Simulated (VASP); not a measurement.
# AlGa3P4 (I-42m) in VASP: relaxation of cell and atoms with PBE

Aim: the relaxation of cell and atoms of AlGa3P4 with PBE.

Program: VASP 6.6.1. These are calculated values, not measurements. Logs are shortened: lines on timing, memory, paths and dates and some standing lists are left out, and cuts for length are marked.

**1. The cell of the first run**

Symmetry: I-42m, No. 121, tetragonal system. The conventional cell has a = 5.498 Å, b = 5.498 Å, c = 10.995 Å, α = 90.00°, β = 90.00°, γ = 90.00°. Within 3.1 Å of Al (site symmetry -42m) lie 4 P at 2.38 Å. Within 3.1 Å of Ga (site symmetry -4) lie 4 P at 2.38 Å. Within 3.1 Å of Ga (site symmetry -42m) lie 4 P at 2.38 Å. P (site symmetry m) has 1 Al at 2.38 Å and 3 Ga at 2.38 Å within 3.1 Å.

**2. Relaxation of cell and atoms, PBE**

The input, INCAR:

```
SYSTEM = AlGa3P4
  PREC = Accurate
  ENCUT = 600
  EDIFF = 1E-6
  ISMEAR = 0
  SIGMA = 0.02
  LREAL = .FALSE.
  LASPH = .TRUE.
  NELM = 60
  ALGO = Normal
  ISIF = 3
  LWAVE = .FALSE.
  LCHARG = .FALSE.
  GGA = PE
  IBRION = 2
  NSW = 100
  EDIFFG = -0.01
  KPAR = 2
```

The input, KPOINTS:

```
Automatic mesh
0
G
  8 8 8
  0 0 0
```

The input, POSCAR:

```
AlGa3P4
1.0
   -2.7492350832      2.7492350832      5.4974458828
    2.7492350832     -2.7492350832      5.4974458828
    2.7492350832      2.7492350832     -5.4974458828
Al Ga P
1 3 4
Direct
    0.0000000000      0.0000000000      0.0000000000
    0.7500000000      0.2500000000      0.5000000000
    0.5000000000      0.5000000000      0.0000000000
    0.2500000000      0.7500000000      0.5000000000
    0.3744403268      0.3744403268      0.4993690876
    0.1249287609      0.6255596732      0.0000000000
    0.8750712391      0.8750712391      0.5006309124
    0.6255596732      0.1249287609      0.0000000000
```

Potentials or basis: VASP PAW PBE potentials, release 64 (Al, Ga_d, P).

Started as:

```
$ cat potpaw_PBE.64/Al/POTCAR potpaw_PBE.64/Ga_d/POTCAR potpaw_PBE.64/P/POTCAR > POTCAR
$ mpirun -np 2 vasp_std > vasp.out
```

OUTCAR:

```text
SYSTEM = AlGa3P4
   PREC = Accurate
   ENCUT = 600
   EDIFF = 1E-6
   ISMEAR = 0
   LREAL = .FALSE.
   LASPH = .TRUE.
   NELM = 60
   ISIF = 3
   GGA = PE
   IBRION = 2
   NSW = 100
   EDIFFG = -0.01

 ion  position               nearest neighbor table
   1  0.000  0.000  0.000-   7 2.38   5 2.38   6 2.38   8 2.38
   2  0.750  0.250  0.500-   5 2.38   6 2.38   8 2.38   7 2.38
   3  0.500  0.500  0.000-   6 2.38   8 2.38   7 2.38   5 2.38
   4  0.250  0.750  0.500-   5 2.38   8 2.38   6 2.38   7 2.38
   5  0.374  0.374  0.499-   1 2.38   3 2.38   2 2.38   4 2.38
   6  0.125  0.626  0.000-   1 2.38   3 2.38   4 2.38   2 2.38
   7  0.875  0.875  0.501-   1 2.38   3 2.38   4 2.38   2 2.38
   8  0.626  0.125  0.000-   1 2.38   3 2.38   2 2.38   4 2.38

  LATTYP: Found a body centered tetragonal cell.
 ALAT       =     5.4984701664
 C/A-ratio  =     1.9996274296

  Lattice vectors:

 A1 = (  -2.7492350832,   2.7492350832,   5.4974458828)
 A2 = (   2.7492350832,  -2.7492350832,   5.4974458828)
 A3 = (   2.7492350832,   2.7492350832,  -5.4974458828)

Analysis of symmetry for initial positions (statically):
=====================================================================
 Subroutine PRICEL returns:
 Original cell was already a primitive cell.

 Routine SETGRP: Setting up the symmetry group for a
 body centered tetragonal supercell.

 Subroutine GETGRP returns: Found  8 space group operations
 (whereof  8 operations were pure point group operations)
 out of a pool of 16 trial point group operations.

The static configuration has the point symmetry D_2d.

Analysis of symmetry for dynamics (positions and initial velocities):
=====================================================================
 Subroutine PRICEL returns:
 Original cell was already a primitive cell.

 Routine SETGRP: Setting up the symmetry group for a
 body centered tetragonal supercell.

 Subroutine GETGRP returns: Found  8 space group operations
 (whereof  8 operations were pure point group operations)
 out of a pool of 16 trial point group operations.

The dynamic configuration has the point symmetry D_2d.

 Subroutine INISYM returns: Found  8 space group operations
 (whereof  8 operations are pure point group operations),
 and found     1 'primitive' translations

----------------------------------------------------------------------------------------

                                     Primitive cell

  volume of cell :     166.2052

  direct lattice vectors                    reciprocal lattice vectors
    -2.749235083  2.749235083  5.497445883     0.000000000  0.181868769  0.090951327
     2.749235083 -2.749235083  5.497445883     0.181868769  0.000000000  0.090951327
     2.749235083  2.749235083 -5.497445883     0.181868769  0.181868769  0.000000000

  length of vectors
     6.733386839  6.733386839  6.733386839     0.203343043  0.203343043  0.257201280

  position of ions in fractional coordinates (direct lattice)
     0.000000000  0.000000000  0.000000000
     0.750000000  0.250000000  0.500000000
     0.500000000  0.500000000  0.000000000
     0.250000000  0.750000000  0.500000000
     0.374440327  0.374440327  0.499369088
     0.124928761  0.625559673  0.000000000
     0.875071239  0.875071239  0.500630912
     0.625559673  0.124928761  0.000000000

  ion indices of the primitive-cell ions
   primitive index   ion index
                 1           1
                 2           2
                 3           3
                 4           4
                 5           5
                 6           6
                 7           7
                 8           8

----------------------------------------------------------------------------------------

 KPOINTS: Automatic mesh

Automatic generation of k-mesh.
 Grid dimensions read from file:
 generate k-points for:    8    8    8

 Generating k-lattice:

  Cartesian coordinates                     Fractional coordinates (reciprocal lattice)
     0.000000000  0.022733596  0.011368916     0.125000000 -0.000000000  0.000000000
     0.022733596  0.000000000  0.011368916    -0.000000000  0.125000000  0.000000000
     0.022733596  0.022733596  0.000000000     0.000000000  0.000000000  0.125000000

  Length of vectors
     0.025417880  0.025417880  0.032150160

  Shift w.r.t. Gamma in fractional coordinates (k-lattice)
     0.000000000  0.000000000  0.000000000

 Subroutine IBZKPT returns following result:
 ===========================================

 Found     59 irreducible k-points:

 Following reciprocal coordinates:
            Coordinates               Weight
  0.000000  0.000000  0.000000      1.000000
  0.125000  0.000000 -0.000000      8.000000
  0.250000  0.000000 -0.000000      8.000000
  0.375000  0.000000  0.000000      8.000000
  0.500000  0.000000 -0.000000      4.000000
  0.125000  0.125000 -0.000000      8.000000
[... 16 lines left out ...]
  0.250000  0.125000  0.125000     16.000000
  0.375000  0.125000  0.125000      8.000000
 [... further k-points ...]
   k-points           NKPTS =     59   k-points in BZ     NKDIM =     59   number of bands    NBANDS=     37
   number of dos      NEDOS =    301   number of ions     NIONS =      8
   total plane-waves  NPLWV = 157464
   dimension x,y,z NGX =    54 NGY =   54 NGZ =   54
   dimension x,y,z NGXF=   108 NGYF=  108 NGZF=  108
   ions per type =               1   3   4
   NGX,Y,Z   is equivalent  to a cutoff of  13.33, 13.33, 13.33 a.u.
   NGXF,Y,Z  is equivalent  to a cutoff of  26.66, 26.66, 26.66 a.u.
 SYSTEM =  AlGa3P4
   PREC   = accura    normal or accurate (medium, high low for compatibility)
   ISTART =      0    job   : 0-new  1-cont  2-samecut
   ICHARG =      2    charge: 1-file 2-atom 10-const
   ISPIN  =      1    spin polarized calculation?
   LNONCOLLINEAR =      F non collinear calculations
   LSORBIT =      F    spin-orbit coupling
   LASPH  =      T    aspherical Exc in radial PAW
   ENCUT  =  600.0 eV  44.10 Ry    6.64 a.u.  13.45 13.45 13.45*2*pi/ulx,y,z
   NELM   =     60;   NELMIN=  2; NELMDL= -5     # of ELM steps
   EDIFF  = 0.1E-05   stopping-criterion for ELM
   LREAL  =      F    real-space projection
   EDIFFG = -.1E-01   stopping-criterion for IOM
   NSW    =    100    number of steps for IOM
   IBRION =      2    ionic relax: 0-MD 1-quasi-New 2-CG
   NFREE  =      1    steps in history (QN), initial steepest desc. (CG)
   ISIF   =      3    stress and relaxation
   ISYM   =      2    0-nonsym 1-usesym 2-fastsym
   POTIM  = 0.5000    time-step for ionic-motion
   TEBEG  =    0.0;   TEEND  =   0.0 temperature during run
   PSTRESS=    0.0 pullay stress
   NELECT =      62.0000    total number of electrons
   NUPDOWN=      -1.0000    fix difference up-down
   EMIN   =  10.00;   EMAX   =-10.00  energy-range for DOS
   EFERMI =   0.00;   METHOD = LEGACY
   ISMEAR =     0;   SIGMA  =   0.02  broadening in eV -4-tet -1-fermi 0-gaus
   EFERMI_NEDOS =   21; number of points for ismear=-14 and -15
   IALGO  =     38    algorithm
   IMIX   =      4    mixing-type and parameters
     AMIX     =   0.40;   BMIX     =  1.00
     AMIX_MAG =   1.60;   BMIX_MAG =  1.00
  volume/ion in A,a.u.               =      20.78       140.20
  Fermi-wavevector in a.u.,A,eV,Ry     =   1.178484  2.227013 18.896117  1.388825
  Thomas-Fermi vector in A             =   2.314812
   LORBIT       =      0    0 simple, 1 ext, 2 COOP (PROOUT), +10 PAW based schemes
   GGA     = PE    functional components
   LHFCALC =     F    Hartree Fock is set to
   AEXX    =    0.0000 exact exchange contribution
   IVDW    =     0    specifies the selected vdW correction
   LEPSILON=     F    determine dielectric tensor
   LRPA    =     F    only Hartree local field effects (RPA)
 conjugate gradient relaxation of ions
 non-spin polarized calculation
 Gauss-broadening in eV      SIGMA  =   0.02
  energy-cutoff  :      600.00
  volume of cell :      166.21
 maximum number of plane-waves:      5585
 NGX is ok and might be reduce to    54
   NGX = 27   NGY = 27   NGZ = 27

--------------------------------------- Ionic step        1  -------------------------------------------

 number of electron      61.9999997 magnetization

 Free energy of the ion-electron system (eV)
  ---------------------------------------------------
  ext. energy  EPLUGINS =         0.00000000
  ---------------------------------------------------
  free energy    TOTEN  =       -37.74199897 eV

  energy without entropy =      -37.74199897  energy(sigma->0) =      -37.74199897

------------------------ aborting loop because EDIFF is reached ----------------------------------------

  FORCE on cell =-STRESS in cart. coord.  units (eV):
  Direction    XX          YY          ZZ          XY          YZ          ZX
  --------------------------------------------------------------------------------------
  -------------------------------------------------------------------------------------
  Total        0.3456942      0.3456942      0.3594626      0.0000000      0.0000000      0.0000000
  in kB        3.3324062      3.3324062      3.4651302      0.0000000      0.0000000      0.0000000
  external PRESSURE =       3.3766475 kB  Pullay stress =       0.0000000 kB
[... 69 lines left out ...]
  energy  without entropy=      -37.7426755789  energy(sigma->0) =      -37.74267558

--------------------------------------- Ionic step        3  -------------------------------------------

 number of electron      61.9999999 magnetization

 Free energy of the ion-electron system (eV)
  ---------------------------------------------------
  ext. energy  EPLUGINS =         0.00000000
  ---------------------------------------------------
  free energy    TOTEN  =       -37.74281547 eV

  energy without entropy =      -37.74281547  energy(sigma->0) =      -37.74281547

 E-fermi :   4.4676     XC(G=0):  -9.5488

 val. band max:        4.3372006560   @ k =   0.0000   0.0000   0.0000
 cond. band min:       5.9667132907   @ k =   0.5000   0.5000  -0.0000
 fundamental gap:      1.6295126347
 Fermi energy:         4.4676270435

 k-point     1 :       0.0000    0.0000    0.0000
  band No.  band energies     occupation
      1     -10.1308      2.00000
      2     -10.1187      2.00000
      3     -10.1187      2.00000
      4     -10.0444      2.00000
      5     -10.0444      2.00000
      6     -10.0384      2.00000
[... 949 lines left out ...]
     36       8.6132      0.00000
     37       8.7229      0.00000

 [... further k-points ...]

------------------------ aborting loop because EDIFF is reached ----------------------------------------

  FORCE on cell =-STRESS in cart. coord.  units (eV):
  Direction    XX          YY          ZZ          XY          YZ          ZX
  --------------------------------------------------------------------------------------
  -------------------------------------------------------------------------------------
  Total       -0.0123319     -0.0123319     -0.0028133      0.0000000     -0.0000000      0.0000000
  in kB       -0.1183343     -0.1183343     -0.0269958      0.0000000     -0.0000000      0.0000000
  external PRESSURE =      -0.0878881 kB  Pullay stress =       0.0000000 kB
[... 23 lines left out ...]
  FREE ENERGIE OF THE ION-ELECTRON SYSTEM (eV)
  ---------------------------------------------------
  free  energy   TOTEN  =       -37.7428154749 eV

  energy  without entropy=      -37.7428154749  energy(sigma->0) =      -37.74281547

 reached required accuracy - stopping structural energy minimisation
```

It took 7.2 min on 2 MPI ranks of Intel Xeon 6975P-C (Granite Rapids), shared host; peak memory 0.67 GiB.

What came out:

| Quantity | Value |
| --- | --- |
| Free energy | -37.7428 eV |
| Relaxed volume | 20.87 Å³/atom |
| Relaxed cell | a = 6.744 Å, b = 6.744 Å, c = 6.744 Å, α = 131.81°, β = 131.81°, γ = 70.54° |
| Space group after relaxing (to 0.1 Å) | I-42m (No. 121) |
| Energy gained by relaxing | 0.1 meV/atom |
| Ionic steps | 3 |
| Pressure after relaxing | 0.0 GPa |
| Largest force after relaxing | 0.008 eV/Å |
| Band gap on the k mesh | 1.63 eV (least direct gap 1.71 eV) |

Forces in eV/Å, atoms in the order of the input:
```
Al   0.000  0.000  0.000
Ga   0.000  0.000  0.000
Ga   0.000  0.000  0.000
Ga   0.000  0.000  0.000
P   -0.005 -0.005 -0.003
P    0.005 -0.005  0.003
P    0.005  0.005 -0.003
P   -0.005  0.005  0.003
```

Step by step:
```
step  energy change (eV)  largest force (eV/Å)  pressure (GPa)  volume (Å³)
   1              0.0000                0.0103            0.34       166.21
   2             -0.0007                0.0066           -0.11       167.26
   3             -0.0008                0.0079           -0.01       166.97
```

Final structure:
```yaml
crystal:
  lattice:
    - [-2.75337, 2.75337, 5.50605]
    - [2.75337, -2.75337, 5.50605]
    - [2.75337, 2.75337, -5.50605]
  atoms:
    - { symbol: Al, position: [0.00000, 0.00000, 0.00000] }
    - { symbol: Ga, position: [0.75000, 0.25000, 0.50000] }
    - { symbol: Ga, position: [0.50000, 0.50000, 0.00000] }
    - { symbol: Ga, position: [0.25000, 0.75000, 0.50000] }
    - { symbol: P, position: [0.37438, 0.37438, 0.49929] }
    - { symbol: P, position: [0.12490, 0.62562, 0.00000] }
    - { symbol: P, position: [0.87510, 0.87510, 0.50071] }
    - { symbol: P, position: [0.62562, 0.12490, 0.00000] }
```

A k mesh can miss the band edges.
